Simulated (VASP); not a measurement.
# Pb (P6_3/mmc) in VASP: notebook

Runs on Pb. Level: PBEsol. Tasks: single point.

Program: VASP 6.6.1. These are calculated values, not measurements. Logs are shortened: lines on timing, memory, paths and dates and some standing lists are left out, and cuts for length are marked.

## 1. The cell of the first run

Symmetry: P6_3/mmc, No. 194, hexagonal system. The conventional cell has a = 2.618 Å, b = 2.618 Å, c = 4.316 Å, α = 90.00°, β = 90.00°, γ = 120.00°. Within 3.5 Å of Pb (site symmetry -6m2) lie 12 Pb at 2.62 to 2.63 Å.

This isn't the form of Pb at room conditions, which is fcc.

## 2. Single point, PBEsol (12.81 Å³/atom)

Input file POSCAR:

```
Pb
1.0
    2.6182545474      0.0000000000      0.0000000000
   -1.3091272737      2.2674749516      0.0000000000
    0.0000000000      0.0000000000      4.3160761760
Pb
2
Direct
    0.3333333333      0.6666666667      0.2500000000
    0.6666666667      0.3333333333      0.7500000000
```

Input file INCAR.step1:

```
SYSTEM = Pb
PREC = Accurate
ENCUT = 520
EDIFF = 1E-6
ISMEAR = -1
SIGMA = 0.05
LREAL = .FALSE.
LASPH = .TRUE.
NELM = 100
ALGO = Normal
ISIF = 2
LWAVE = .FALSE.
LCHARG = .TRUE.
GGA = PS
NBANDS = 21
```

Input file KPOINTS.step1:

```
regular mesh
0
G
  14 14 8
  0 0 0
```

Input file INCAR.step2:

```
SYSTEM = Pb
PREC = Accurate
ENCUT = 520
EDIFF = 1E-6
ISMEAR = -5
SIGMA = 0.05
LREAL = .FALSE.
LASPH = .TRUE.
NELM = 100
ALGO = Normal
ISIF = 2
LWAVE = .FALSE.
LCHARG = .FALSE.
GGA = PS
LORBIT = 11
NEDOS = 1001
ICHARG = 11
```

Input file KPOINTS.step2:

```
regular mesh
0
G
  21 21 12
  0 0 0
```

Potentials or basis: VASP PAW PBE potentials, release 64 (Pb_d).

The run is started by

```console
> cat potpaw_PBE.64/Pb_d/POTCAR > POTCAR
> cp INCAR.step1 INCAR
> cp KPOINTS.step1 KPOINTS
> mpirun -np 1 vasp_std > vasp.out
> cp INCAR.step2 INCAR
> cp KPOINTS.step2 KPOINTS
> mpirun -np 1 vasp_std > vasp.out
```

OUTCAR:

```text
SYSTEM = Pb
   PREC = Accurate
   ENCUT = 520
   EDIFF = 1E-6
   ISMEAR = -5
   LREAL = .FALSE.
   LASPH = .TRUE.
   NELM = 100
   ISIF = 2
   GGA = PS
   LORBIT = 11
   ICHARG = 11

 ion  position               nearest neighbor table
   1  0.333  0.667  0.250-   2 2.63   2 2.63   2 2.63   2 2.63   2 2.63   2 2.63   2 3.71   2 3.71
                             2 3.71   2 3.71   2 3.71   2 3.71
   2  0.667  0.333  0.750-   1 2.63   1 2.63   1 2.63   1 2.63   1 2.63   1 2.63   1 3.71   1 3.71
                             1 3.71   1 3.71   1 3.71   1 3.71

  LATTYP: Found a hexagonal cell.
 ALAT       =     2.6182545474
 C/A-ratio  =     1.6484555256

  Lattice vectors:

 A1 = (   2.6182545474,   0.0000000000,   0.0000000000)
 A2 = (  -1.3091272737,   2.2674749516,   0.0000000000)
 A3 = (   0.0000000000,   0.0000000000,   4.3160761760)

Analysis of symmetry for initial positions (statically):
=====================================================================
 Subroutine PRICEL returns:
 Original cell was already a primitive cell.

 Routine SETGRP: Setting up the symmetry group for a
 hexagonal supercell.

 Subroutine GETGRP returns: Found 24 space group operations
 (whereof 12 operations were pure point group operations)
 out of a pool of 24 trial point group operations.

The static configuration has the point symmetry D_3d.
 The point group associated with its full space group is D_6h.

Analysis of symmetry for dynamics (positions and initial velocities):
=====================================================================
 Subroutine PRICEL returns:
 Original cell was already a primitive cell.

 Routine SETGRP: Setting up the symmetry group for a
 hexagonal supercell.

 Subroutine GETGRP returns: Found 24 space group operations
 (whereof 12 operations were pure point group operations)
 out of a pool of 24 trial point group operations.

The dynamic configuration has the point symmetry D_3d.
 The point group associated with its full space group is D_6h.

 Subroutine INISYM returns: Found 24 space group operations
 (whereof 12 operations are pure point group operations),
 and found     1 'primitive' translations

----------------------------------------------------------------------------------------

                                     Primitive cell

  volume of cell :      25.6238

  direct lattice vectors                    reciprocal lattice vectors
     2.618254547  0.000000000  0.000000000     0.381933835  0.220509602  0.000000000
    -1.309127274  2.267474952  0.000000000     0.000000000  0.441019205  0.000000000
     0.000000000  0.000000000  4.316076176     0.000000000  0.000000000  0.231691926

  length of vectors
     2.618254547  2.618254547  4.316076176     0.441019205  0.441019205  0.231691926

  position of ions in fractional coordinates (direct lattice)
     0.333333333  0.666666667  0.250000000
     0.666666667  0.333333333  0.750000000

  ion indices of the primitive-cell ions
   primitive index   ion index
                 1           1
                 2           2

----------------------------------------------------------------------------------------

 KPOINTS: regular mesh

Automatic generation of k-mesh.
 Grid dimensions read from file:
 generate k-points for:   21   21   12

 Generating k-lattice:

  Cartesian coordinates                     Fractional coordinates (reciprocal lattice)
     0.018187325  0.010500457  0.000000000     0.047619048 -0.000000000  0.000000000
     0.000000000  0.021000915  0.000000000     0.000000000  0.047619048  0.000000000
     0.000000000  0.000000000  0.019307660     0.000000000  0.000000000  0.083333333

  Length of vectors
     0.021000915  0.021000915  0.019307660

  Shift w.r.t. Gamma in fractional coordinates (k-lattice)
     0.000000000  0.000000000  0.000000000

 TETIRR: Found   5376 inequivalent tetrahedra from    31752

 Subroutine IBZKPT returns following result:
 ===========================================

 Found    336 irreducible k-points:

 Following reciprocal coordinates:
            Coordinates               Weight
  0.000000  0.000000  0.000000      1.000000
  0.047619  0.000000  0.000000      6.000000
  0.095238  0.000000  0.000000      6.000000
  0.142857  0.000000  0.000000      6.000000
  0.190476  0.000000  0.000000      6.000000
  0.238095  0.000000  0.000000      6.000000
[... 16 lines left out ...]
  0.142857  0.095238  0.000000     12.000000
  0.190476  0.095238  0.000000     12.000000
 [... further k-points ...]
   k-points           NKPTS =    336   k-points in BZ     NKDIM =    336   number of bands    NBANDS=     18
   number of dos      NEDOS =   1001   number of ions     NIONS =      2
   total plane-waves  NPLWV =  12800
   dimension x,y,z NGX =    20 NGY =   20 NGZ =   32
   dimension x,y,z NGXF=    40 NGYF=   40 NGZF=   64
   ions per type =               2
   NGX,Y,Z   is equivalent  to a cutoff of  12.70, 12.70, 12.33 a.u.
   NGXF,Y,Z  is equivalent  to a cutoff of  25.40, 25.40, 24.65 a.u.
 SYSTEM =  Pb
   PREC   = accura    normal or accurate (medium, high low for compatibility)
   ISTART =      0    job   : 0-new  1-cont  2-samecut
   ICHARG =     11    charge: 1-file 2-atom 10-const
   ISPIN  =      1    spin polarized calculation?
   LNONCOLLINEAR =      F non collinear calculations
   LSORBIT =      F    spin-orbit coupling
   LASPH  =      T    aspherical Exc in radial PAW
   ENCUT  =  520.0 eV  38.22 Ry    6.18 a.u.   4.87  4.87  8.03*2*pi/ulx,y,z
   NELM   =    100;   NELMIN=  2; NELMDL=  0     # of ELM steps
   EDIFF  = 0.1E-05   stopping-criterion for ELM
   LREAL  =      F    real-space projection
   EDIFFG = 0.1E-04   stopping-criterion for IOM
   NSW    =      0    number of steps for IOM
   IBRION =     -1    ionic relax: 0-MD 1-quasi-New 2-CG
   NFREE  =      0    steps in history (QN), initial steepest desc. (CG)
   ISIF   =      2    stress and relaxation
   ISYM   =      2    0-nonsym 1-usesym 2-fastsym
   POTIM  = 0.5000    time-step for ionic-motion
   TEBEG  =    0.0;   TEEND  =   0.0 temperature during run
   PSTRESS=    0.0 pullay stress
   NELECT =      28.0000    total number of electrons
   NUPDOWN=      -1.0000    fix difference up-down
   EMIN   =  10.00;   EMAX   =-10.00  energy-range for DOS
   EFERMI =   0.00;   METHOD = LEGACY
   ISMEAR =    -5;   SIGMA  =   0.05  broadening in eV -4-tet -1-fermi 0-gaus
   EFERMI_NEDOS =   21; number of points for ismear=-14 and -15
   IALGO  =     38    algorithm
   IMIX   =      4    mixing-type and parameters
     AMIX     =   0.40;   BMIX     =  1.00
     AMIX_MAG =   1.60;   BMIX_MAG =  1.00
  volume/ion in A,a.u.               =      12.81        86.46
  Fermi-wavevector in a.u.,A,eV,Ry     =   1.686215  3.186485 38.685744  2.843322
  Thomas-Fermi vector in A             =   2.768920
   LORBIT       =     11    0 simple, 1 ext, 2 COOP (PROOUT), +10 PAW based schemes
   GGA     = PS    functional components
   LHFCALC =     F    Hartree Fock is set to
   AEXX    =    0.0000 exact exchange contribution
   IVDW    =     0    specifies the selected vdW correction
   LEPSILON=     F    determine dielectric tensor
   LRPA    =     F    only Hartree local field effects (RPA)
 non-spin polarized calculation
 Fermi weights with tetrahedron method with Bloechl corrections
  energy-cutoff  :      520.00
  volume of cell :       25.62
 maximum number of plane-waves:       711
 NGX is ok and might be reduce to    20

 number of electron      28.0000004 magnetization

 Free energy of the ion-electron system (eV)
  ---------------------------------------------------
  ext. energy  EPLUGINS =         0.00000000
  ---------------------------------------------------
  free energy    TOTEN  =         7.15991145 eV

  energy without entropy =        7.15991145  energy(sigma->0) =        7.15991145

 E-fermi :  23.3045     XC(G=0): -15.2243

 val. band max:       23.6146887949   @ k =   0.2381   0.2381   0.2500
 cond. band min:      22.9316459273   @ k =   0.3810   0.2381   0.0000
 fundamental gap:     -0.6830428676
 Fermi energy:        23.3045255937

 k-point     1 :       0.0000    0.0000    0.0000
  band No.  band energies     occupation
      1       0.6589      2.00000
      2       0.7349      2.00000
      3       2.2464      2.00000
      4       2.4285      2.00000
      5       2.4285      2.00000
      6       2.6969      2.00000
[... 10 lines left out ...]
     17      34.1130      0.00000
     18      34.1131      0.00000

 k-point     2 :       0.0476    0.0000    0.0000
  band No.  band energies     occupation
      1       0.7072      2.00000
      2       0.8203      2.00000
      3       2.2104      2.00000
      4       2.4683      2.00000
      5       2.4748      2.00000
      6       2.6834      2.00000
[... 10 lines left out ...]
     17      33.5950      0.00000
     18      33.7627      0.00000

 k-point     3 :       0.0952    0.0000    0.0000
  band No.  band energies     occupation
      1       0.8392      2.00000
      2       1.0604      2.00000
      3       2.1369      2.00000
      4       2.5538      2.00000
      5       2.6113      2.00000
      6       2.6719      2.00000
[... 10 lines left out ...]
     17      32.4816      0.00000
     18      33.7640      0.00000

 k-point     4 :       0.1429    0.0000    0.0000
  band No.  band energies     occupation
      1       1.0074      2.00000
      2       1.3810      2.00000
      3       2.0920      2.00000
      4       2.5803      2.00000
      5       2.8245      2.00000
      6       2.8300      2.00000
[... 10 lines left out ...]
     17      32.4315      0.00000
     18      34.0232      0.00000

 k-point     5 :       0.1905    0.0000    0.0000
  band No.  band energies     occupation
      1       1.1145      2.00000
      2       1.5898      2.00000
      3       2.1895      2.00000
      4       2.6261      2.00000
      5       2.6519      2.00000
      6       2.9331      2.00000
[... 10 lines left out ...]
     17      32.4998      0.00000
     18      32.7822      0.00000

 k-point     6 :       0.2381    0.0000    0.0000
  band No.  band energies     occupation
      1       1.0815      2.00000
      2       1.6066      2.00000
      3       2.2991      2.00000
      4       2.4001      2.00000
      5       2.8062      2.00000
      6       2.8678      2.00000
[... 10 lines left out ...]
     17      31.8947      0.00000
     18      32.7241      0.00000

 k-point     7 :       0.2857    0.0000    0.0000
  band No.  band energies     occupation
      1       0.9547      2.00000
      2       1.5264      2.00000
      3       1.9678      2.00000
      4       2.6229      2.00000
      5       2.6843      2.00000
      6       3.1776      2.00000
[... 10 lines left out ...]
     17      30.0060      0.00000
     18      32.0547      0.00000

 k-point     8 :       0.3333   -0.0000    0.0000
  band No.  band energies     occupation
      1       0.8049      2.00000
      2       1.4129      2.00000
      3       1.6703      2.00000
      4       2.5764      2.00000
      5       2.8196      2.00000
      6       3.1885      2.00000
[... 10 lines left out ...]
     17      28.7571      0.00000
     18      31.4290      0.00000
[... 229 lines left out ...]
     17      27.0164      0.00000
     18      30.5824      0.00000

 k-point    20 :       0.4286    0.0476    0.0000
  band No.  band energies     occupation
      1       0.5881      2.00000
      2       1.2136      2.00000
      3       1.2414      2.00000
      4       2.4026      2.00000
      5       2.9746      2.00000
      6       3.1249      2.00000
[... 10 lines left out ...]
     17      26.0718      0.00000
     18      30.2980      0.00000

 k-point    21 :       0.4762    0.0476    0.0000
  band No.  band energies     occupation
      1       0.5620      2.00000
      2       1.1714      2.00000
      3       1.2196      2.00000
      4       2.3892      2.00000
      5       2.9538      2.00000
      6       3.1544      2.00000
[... 10 lines left out ...]
     17      25.6706      0.00000
     18      30.2022      0.00000

 k-point    22 :       0.0952    0.0952    0.0000
  band No.  band energies     occupation
      1       1.1218      2.00000
      2       1.5484      2.00000
      3       2.0435      2.00000
      4       2.5800      2.00000
      5       2.7481      2.00000
      6       2.8662      2.00000
[... 10 lines left out ...]
     17      32.9692      0.00000
     18      33.4361      0.00000

 k-point    23 :       0.1429    0.0952    0.0000
  band No.  band energies     occupation
      1       1.2648      2.00000
      2       1.6763      2.00000
      3       2.1742      2.00000
      4       2.5896      2.00000
      5       2.5905      2.00000
      6       2.7756      2.00000
[... 10 lines left out ...]
     17      32.7219      0.00000
     18      33.2117      0.00000

 k-point    24 :       0.1905    0.0952    0.0000
  band No.  band energies     occupation
      1       1.2643      2.00000
      2       1.6853      2.00000
      3       2.2637      2.00000
      4       2.3719      2.00000
      5       2.6617      2.00000
      6       2.7599      2.00000
[... 10 lines left out ...]
     17      32.2260      0.00000
     18      32.3888      0.00000

 [... further k-points ...]

------------------------ aborting loop because EDIFF is reached ----------------------------------------

  FORCE on cell =-STRESS in cart. coord.  units (eV):
  Direction    XX          YY          ZZ          XY          YZ          ZX
  --------------------------------------------------------------------------------------
  -------------------------------------------------------------------------------------
  Total       52.8032587     52.8032587     51.5062087      0.0000000      0.0000000      0.0000000
  in kB     3301.6257445   3301.6257445   3220.5251838      0.0000000      0.0000000      0.0000000
  external PRESSURE =    3274.5922243 kB  Pullay stress =       0.0000000 kB

 VOLUME and BASIS-vectors are now :
 -----------------------------------------------------------------------------
  energy-cutoff  :      520.00
  volume of cell :       25.62
      direct lattice vectors                 reciprocal lattice vectors
     2.618254547  0.000000000  0.000000000     0.381933835  0.220509602  0.000000000
    -1.309127274  2.267474952  0.000000000     0.000000000  0.441019205  0.000000000
     0.000000000  0.000000000  4.316076176     0.000000000  0.000000000  0.231691926

 POSITION                                       TOTAL-FORCE (eV/Angst)
 -----------------------------------------------------------------------------------
     -0.00000      1.51165      1.07902         0.000000     -0.000000      0.000000
      1.30913      0.75582      3.23706        -0.000000      0.000000      0.000000
 -----------------------------------------------------------------------------------
    total drift:                                0.000000     -0.000000      0.000000

  FREE ENERGIE OF THE ION-ELECTRON SYSTEM (eV)
  ---------------------------------------------------
  free  energy   TOTEN  =         7.1599114510 eV

  energy  without entropy=        7.1599114510  energy(sigma->0) =        7.15991145

 total charge

# of ion       s       p       d       tot
------------------------------------------
    1        1.485   1.666  10.099  13.250
    2        1.485   1.666  10.099  13.250
--------------------------------------------------
tot          2.969   3.333  20.197  26.499
```

It took 60 s on 1 thread of AMD EPYC 9R45 (Zen 5), shared host; peak memory 0.22 GiB.

Results:

```
Valence electrons inside the program's atomic spheres : Pb 13.25
```

Caveat: the PAW data sets were made with another functional, which shifts forces and pressure a little; spin-orbit coupling is left out, which moves the levels of the heavy elements.

## 3. Single point, PBEsol (12.81 Å³/atom)

POSCAR is that of step 2.

Input file INCAR.step1:

```
PREC = Accurate ; ENCUT = 520
EDIFF = 1E-6 ; ISMEAR = -1
SIGMA = 0.05 ; LREAL = False
LASPH = True ; NELM = 80
ALGO = Normal ; ISIF = 2
LWAVE = False ; LCHARG = True
GGA = PS ; NBANDS = 21
```

Input file KPOINTS.step1:

```
regular mesh
0
Gamma
  14 14 8
```

Input file INCAR.step2:

```
PREC = Accurate ; ENCUT = 520
EDIFF = 1E-6 ; ISMEAR = -5
SIGMA = 0.05 ; LREAL = False
LASPH = True ; NELM = 80
ALGO = Normal ; ISIF = 2
LWAVE = False ; LCHARG = False
GGA = PS ; LORBIT = 11
NBANDS = 21 ; NEDOS = 2001
ICHARG = 11
```

Input file KPOINTS.step2:

```
regular mesh
0
Gamma
  21 21 12
```

Potentials or basis: VASP PAW PBE potentials, release 64 (Pb_d).

The run is started by

```console
> cat potpaw_PBE.64/Pb_d/POTCAR > POTCAR
> cp INCAR.step1 INCAR
> cp KPOINTS.step1 KPOINTS
> mpirun -np 1 vasp_std > vasp.out
> cp INCAR.step2 INCAR
> cp KPOINTS.step2 KPOINTS
> mpirun -np 1 vasp_std > vasp.out
```

It took 65 s on 1 thread of AMD EPYC 9R45 (Zen 5), shared host; peak memory 0.23 GiB.

It converged, with:

```
Valence electrons inside the program's atomic spheres : Pb 13.25
```

Levels at points of the mesh, in eV from the Fermi level:
```
           k point  band 11  band 12  band 13  band 14  band 15  band 16  band 17  band 18
(0.00, 0.00, 0.00)   -18.66   -11.63    -9.41     6.81     8.44     9.11    10.81    10.81
(0.00, 0.00, 0.50)   -19.13   -19.13     1.84     1.84     7.06     7.06    11.18    11.18
```

Caveat: the PAW data sets were made with another functional, which shifts forces and pressure a little; spin-orbit coupling is left out, which moves the levels of the heavy elements.
